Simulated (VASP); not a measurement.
# SiC (Cm) in VASP: notebook

The runs below take SiC through single point, with PBE.

Program: VASP 6.6.1. These are calculated values, not measurements. Logs are shortened: lines on timing, memory, paths and dates and some standing lists are left out, and cuts for length are marked.

### 1 The cell of the first run

The structure is monoclinic, space group Cm (No. 8). The conventional cell has a = 5.325 Å, b = 3.075 Å, c = 15.088 Å, α = 90.00°, β = 93.37°, γ = 90.00°. Si (site symmetry m) has 4 C at 1.88 to 2.08 Å within 2.5 Å. Within 2.5 Å of Si (site symmetry m) lie 4 C at 1.88 Å. Within 2.5 Å of Si (site symmetry m) lie 4 C at 1.88 Å. Within 2.5 Å of Si (site symmetry m) lie 4 C at 1.88 Å. Within 2.5 Å of Si (site symmetry m) lie 4 C at 1.88 Å. Si (site symmetry m) has 4 C at 1.88 Å within 2.5 Å. Within 2.5 Å of C (site symmetry m) lie 4 Si at 1.88 Å. Within 2.5 Å of C (site symmetry m) lie 4 Si at 1.88 Å.

### 2 Single point, PBE

Input file INCAR:

```
SYSTEM = SiC
PREC = Accurate ; ENCUT = 520
EDIFF = 1E-6 ; ISMEAR = 0
SIGMA = 0.05 ; LREAL = .FALSE.
LASPH = .TRUE. ; NELM = 80
ALGO = Normal ; ISIF = 2
LWAVE = .FALSE. ; LCHARG = .FALSE.
GGA = PE ; NBANDS = 36
```

Input file KPOINTS:

```
Automatic mesh
0
G
  10 10 2
  0 0 0
```

Input file POSCAR:

```
SiC
1.0
    2.1740000000     -2.1740000000      0.0000000000
    2.1740000000      0.0000000000     -2.1740000000
   12.3191884000      6.8844058000      6.8844058000
Si C
6 6
Direct
    0.6146131933      0.6146131933      0.0624666667
   -0.7464701400     -0.7464701400      0.8958000000
    0.1423965267      0.1423965267      0.2291333333
    0.1979631933      0.1979631933      0.5624666667
   -0.3298201400     -0.3298201400      0.3958000000
   -0.2742534733     -0.2742534733      0.7291333333
    0.3021256933      0.3021256933      0.4374666667
    0.7743423600      0.7743423600      0.2708000000
   -0.1700909733     -0.1700909733      0.6041333333
   -0.1145243067     -0.1145243067      0.9374666667
   -0.6423076400     -0.6423076400      0.7708000000
    0.2465590267      0.2465590267      0.1041333333
```

Potentials or basis: VASP PAW PBE potentials, release 64 (Si, C).

Started as:

```
cat potpaw_PBE.64/Si/POTCAR potpaw_PBE.64/C/POTCAR > POTCAR
mpirun -np 1 vasp_std > vasp.out
```

OUTCAR:

```text
SYSTEM = SiC
   PREC = Accurate
   ENCUT = 520
   EDIFF = 1E-6
   ISMEAR = 0
   LREAL = .FALSE.
   LASPH = .TRUE.
   NELM = 80
   ISIF = 2
   GGA = PE

 ion  position               nearest neighbor table
   1  0.615  0.615  0.062-  12 1.88  12 1.88  12 1.88  10 2.08   2 2.94   2 2.94   3 3.07   3 3.07
                             3 3.07
   2  0.254  0.254  0.896-  11 1.88  10 1.88  10 1.88  10 1.88   1 2.94   1 2.94   6 3.07   6 3.07
                             6 3.07
   3  0.142  0.142  0.229-  12 1.88   8 1.88   8 1.88   8 1.88   1 3.07   1 3.07   1 3.07   5 3.07
                             5 3.07   5 3.07
   4  0.198  0.198  0.562-   9 1.88   9 1.88   9 1.88   7 1.88   6 3.07   6 3.07   6 3.07   5 3.07
                             5 3.07   5 3.07
   5  0.670  0.670  0.396-   8 1.88   7 1.88   7 1.88   7 1.88   4 3.07   4 3.07   3 3.07   3 3.07
                             4 3.07   3 3.07
   6  0.726  0.726  0.729-   9 1.88  11 1.88  11 1.88  11 1.88   4 3.07   4 3.07   4 3.07   2 3.07
                             2 3.07   2 3.07
   7  0.302  0.302  0.437-   4 1.88   5 1.88   5 1.88   5 1.88
   8  0.774  0.774  0.271-   5 1.88   3 1.88   3 1.88   3 1.88
   9  0.830  0.830  0.604-   4 1.88   4 1.88   4 1.88   6 1.88
  10  0.885  0.885  0.937-   2 1.88   2 1.88   2 1.88   1 2.08
  11  0.358  0.358  0.771-   2 1.88   6 1.88   6 1.88   6 1.88
  12  0.247  0.247  0.104-   1 1.88   1 1.88   1 1.88   3 1.88

  LATTYP: Found a base centered monoclinic cell.
 ALAT       =     5.3251907008
 B/A-ratio  =     0.5773502692
 C/A-ratio  =     2.8333352943
 COS(beta)  =    -0.0588352534

  Lattice vectors:

 A1 = (   2.1740000000,  -2.1740000000,   0.0000000000)
 A2 = (   2.1740000000,   0.0000000000,  -2.1740000000)
 A3 = (   7.9711884000,   9.0584058000,   9.0584058000)

Analysis of symmetry for initial positions (statically):
=====================================================================
 Subroutine PRICEL returns:
 Original cell was already a primitive cell.

 Routine SETGRP: Setting up the symmetry group for a
 base centered monoclinic supercell.

 Subroutine GETGRP returns: Found  2 space group operations
 (whereof  2 operations were pure point group operations)
 out of a pool of  4 trial point group operations.

The static configuration has the point symmetry C_1h.

Analysis of symmetry for dynamics (positions and initial velocities):
=====================================================================
 Subroutine PRICEL returns:
 Original cell was already a primitive cell.

 Routine SETGRP: Setting up the symmetry group for a
 base centered monoclinic supercell.
[... 139 lines left out ...]
   EFERMI =   0.00;   METHOD = LEGACY
   ISMEAR =     0;   SIGMA  =   0.05  broadening in eV -4-tet -1-fermi 0-gaus
   EFERMI_NEDOS =   21; number of points for ismear=-14 and -15
   IALGO  =     38    algorithm
   IMIX   =      4    mixing-type and parameters
     AMIX     =   0.40;   BMIX     =  1.00
     AMIX_MAG =   1.60;   BMIX_MAG =  1.00
  volume/ion in A,a.u.               =      10.27        69.34
  Fermi-wavevector in a.u.,A,eV,Ry     =   1.195369  2.258920 19.441458  1.428907
  Thomas-Fermi vector in A             =   2.331336
   LORBIT       =      0    0 simple, 1 ext, 2 COOP (PROOUT), +10 PAW based schemes
   GGA     = PE    functional components
   LHFCALC =     F    Hartree Fock is set to
   AEXX    =    0.0000 exact exchange contribution
   IVDW    =     0    specifies the selected vdW correction
   LEPSILON=     F    determine dielectric tensor
   LRPA    =     F    only Hartree local field effects (RPA)
 non-spin polarized calculation
 Gauss-broadening in eV      SIGMA  =   0.05
  energy-cutoff  :      520.00
  volume of cell :      123.30
 maximum number of plane-waves:      3340
   NGX = 11   NGY = 11   NGZ = 59

 number of electron      48.0000003 magnetization

 Free energy of the ion-electron system (eV)
  ---------------------------------------------------
  ext. energy  EPLUGINS =         0.00000000
  ---------------------------------------------------
  free energy    TOTEN  =       -89.35945435 eV

  energy without entropy =      -89.35945435  energy(sigma->0) =      -89.35945435

 E-fermi :   8.7462     XC(G=0): -11.4072

 val. band max:        8.4977392286   @ k =   0.0000   0.0000   0.0000
 cond. band min:       9.1531604397   @ k =   0.5000   0.5000  -0.0000
 fundamental gap:      0.6554212111
 Fermi energy:         8.7461904863

 k-point     1 :       0.0000    0.0000    0.0000
  band No.  band energies     occupation
      1      -7.2680      2.00000
      2      -6.7347      2.00000
      3      -6.6800      2.00000
      4      -5.2075      2.00000
      5      -5.1407      2.00000
      6      -3.6591      2.00000
[... 925 lines left out ...]
     35      15.8239      0.00000
     36      16.3751      0.00000

 [... further k-points ...]

------------------------ aborting loop because EDIFF is reached ----------------------------------------

  FORCE on cell =-STRESS in cart. coord.  units (eV):
  Direction    XX          YY          ZZ          XY          YZ          ZX
  --------------------------------------------------------------------------------------
  -------------------------------------------------------------------------------------
  Total        4.9995965      1.6827512      1.6827512      2.0963242     -3.0690252      2.0963244
  in kB       64.9659324     21.8660643     21.8660643     27.2401298    -39.8796341     27.2401314
  external PRESSURE =      36.2326870 kB  Pullay stress =       0.0000000 kB

 VOLUME and BASIS-vectors are now :
 -----------------------------------------------------------------------------
  energy-cutoff  :      520.00
  volume of cell :      123.30
      direct lattice vectors                 reciprocal lattice vectors
     2.174000000 -2.174000000  0.000000000     0.121385311 -0.338596289  0.121385311
     2.174000000  0.000000000 -2.174000000     0.121385311  0.121385311 -0.338596289
    12.319188400  6.884405800  6.884405800     0.038331800  0.038331800  0.038331800

 POSITION                                       TOTAL-FORCE (eV/Angst)
 -----------------------------------------------------------------------------------
      3.44188     -0.90612     -0.90612         1.104503     -1.228837     -1.228837
     12.13788      5.61588      5.61588         0.124122     -0.123756     -0.123756
      3.44188      1.26788      1.26788         0.124651      0.065766      0.065766
      7.78988      3.44188      3.44188         0.045877      0.037548      0.037548
      7.78988      1.26788      1.26788         0.060133      0.031866      0.031866
     12.13788      3.44188      3.44188         0.068823      0.027145      0.027145
      6.70288      2.35488      2.35488        -0.044718     -0.038568     -0.038568
      6.70288      0.18088      0.18088        -0.008153     -0.047362     -0.047362
     11.05088      2.35488      2.35488        -0.068595     -0.029610     -0.029610
     15.39888      4.52888      4.52888        -1.052730      1.053148      1.053148
     11.05088      4.52888      4.52888        -0.247509      0.031517      0.031517
      2.35488      0.18088      0.18088        -0.106404      0.221141      0.221141
 -----------------------------------------------------------------------------------
    total drift:                               -0.000290      0.000091      0.000091

  FREE ENERGIE OF THE ION-ELECTRON SYSTEM (eV)
  ---------------------------------------------------
  free  energy   TOTEN  =       -89.3594543461 eV

  energy  without entropy=      -89.3594543461  energy(sigma->0) =      -89.35945435
```

It took 2.5 min on 1 thread of Intel Xeon Platinum 8488C (Sapphire Rapids), shared host; peak memory 0.37 GiB.

Results:

- Free energy: -89.3595 eV
- Pressure: 3.6 GPa
- Largest force: 2.059 eV/Å
- Band gap on the k mesh: 0.66 eV (least direct gap 1.44 eV)

Forces in eV/Å, atoms in the order of the input:
```
Si   1.105 -1.229 -1.229
Si   0.124 -0.124 -0.124
Si   0.125  0.066  0.066
Si   0.046  0.038  0.038
Si   0.060  0.032  0.032
Si   0.069  0.027  0.027
C   -0.045 -0.039 -0.039
C   -0.008 -0.047 -0.047
C   -0.069 -0.030 -0.030
C   -1.053  1.053  1.053
C   -0.248  0.032  0.032
C   -0.106  0.221  0.221
```

Caveat: the cell stands under pressure; forces of over 1 eV/Å act on the atoms, so gaps and moduli don't describe the material at rest.

### 3 Single point, PBE

This run uses another cell than the first one, of the same volume but with other edges.

Input file INCAR:

```
SYSTEM = SiC
  PREC = Accurate
  ENCUT = 520
  EDIFF = 1E-7
  ISMEAR = 0
  SIGMA = 0.05
  LREAL = .False.
  LASPH = .True.
  NELM = 80
  ALGO = Normal
  ISIF = 2
  LWAVE = .False.
  LCHARG = .False.
  GGA = PE
  NBANDS = 36
```

Input file KPOINTS:

```
regular mesh
0
Gamma
  10 10 2
  0 0 0
```

Input file POSCAR:

```
SiC
1.0
    2.1740000000     -2.1740000000      0.0000000000
    2.1740000000      0.0000000000     -2.1740000000
    9.0581884000      8.5149058000      8.5149058000
Si C
6 6
Direct
    0.6614631933      0.6614631933      0.0624666667
   -0.0746201400     -0.0746201400      0.8958000000
    0.3142465267      0.3142465267      0.2291333333
    0.6198131933      0.6198131933      0.5624666667
   -0.0329701400     -0.0329701400      0.3958000000
    0.2725965267      0.2725965267      0.7291333333
    0.6302256933      0.6302256933      0.4374666667
    0.9774423600      0.9774423600      0.2708000000
    0.2830090267      0.2830090267      0.6041333333
    0.5885756933      0.5885756933      0.9374666667
   -0.0642076400     -0.0642076400      0.7708000000
    0.3246590267      0.3246590267      0.1041333333
```

Potentials or basis: VASP PAW PBE potentials, release 64 (Si, C).

Started as:

```
cat potpaw_PBE.64/Si/POTCAR potpaw_PBE.64/C/POTCAR > POTCAR
mpirun -np 1 vasp_std > vasp.out
```

Run time: 2.4 min. Hardware: 1 thread of Intel Xeon Platinum 8488C (Sapphire Rapids), shared host; peak memory 0.36 GiB.

Results (log left out):

* Free energy: -90.0013 eV
* Pressure: 4.6 GPa
* Largest force: 1.241 eV/Å
* Band gap on the k mesh: 1.02 eV (least direct gap 1.99 eV)

Forces on the atoms (eV/Å):
```
Si  -1.112  0.327  0.327
Si   0.028 -0.122 -0.122
Si  -0.066  0.088  0.088
Si   0.011  0.017  0.017
Si   0.002  0.022  0.022
Si  -0.002  0.024  0.024
C   -0.014 -0.015 -0.015
C   -0.028 -0.004 -0.004
C    0.001 -0.024 -0.024
C    1.134 -0.358 -0.358
C    0.095 -0.083 -0.083
C   -0.049  0.128  0.128
```

Stress tensor (GPa, compression positive):
```
 0.09 -1.08 -1.08
-1.08  6.80  2.91
-1.08  2.91  6.80
```

Levels at points of the mesh, in eV from the valence-band top:
| k point | band 22 | band 23 | band 24 | band 25 | band 26 | band 27 |
| --- | --- | --- | --- | --- | --- | --- |
| (0.00, 0.00, 0.00) | -0.33 | -0.30 | 0.00 | 5.10 | 5.35 | 5.48 |
| (0.50, 0.00, 0.00) | -1.99 | -1.43 | -0.98 | 1.02 | 2.45 | 2.47 |
| (0.50, 0.50, 0.00) | -2.00 | -1.47 | -1.32 | 1.18 | 2.43 | 2.51 |
| (0.00, 0.00, 0.50) | -0.35 | -0.33 | -0.19 | 5.11 | 5.29 | 5.59 |
| (0.50, 0.00, 0.50) | -1.82 | -1.51 | -1.24 | 1.47 | 1.56 | 3.42 |
| (0.50, 0.50, 0.50) | -1.90 | -1.56 | -1.50 | 1.60 | 1.66 | 3.36 |

Caveat: the cell stands under pressure; forces of over 1 eV/Å act on the atoms, so gaps and moduli don't describe the material at rest. A k mesh can miss the band edges.
